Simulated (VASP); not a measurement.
La2O3:

```
La O
1.0
     6.26678    0.00000    0.00000
    -3.13339    5.42719    0.00000
     0.00000    0.00000    3.29977
La O
2 3
Direct
  0.66667 0.33333 0.50000
  0.33333 0.66667 0.50000
  0.50801 0.00000 0.00000
  0.00000 0.50801 0.00000
  0.49199 0.49199 0.00000
```

Base run:

```yaml
Program: VASP 6.6.1
Functional: r2SCAN
Potentials_or_basis: VASP PAW PBE potentials, release 64 (La, O)
Cutoff: 520 eV
k_mesh: 5 × 5 × 8
Occupations: fermi-dirac, width 0.05 eV
Spin: no spin polarisation
```

Its results: band gap on the k mesh 1.88 eV (least direct gap 2.41 eV); pressure 1.1 GPa; largest force 0.052 eV/Å.

Question: The run is repeated on the same cell with these changes: functional from r2SCAN to PBE. What comes out?

Answer: Band gap on the k mesh 1.54 eV (least direct gap 2.05 eV); pressure 1.9 GPa; largest force 0.047 eV/Å.

Caveats: spin-orbit coupling is left out, which moves the levels of the heavy elements; the PAW data sets were made with another functional, which shifts forces and pressure a little (at least some runs).

A k mesh can miss the band edges.
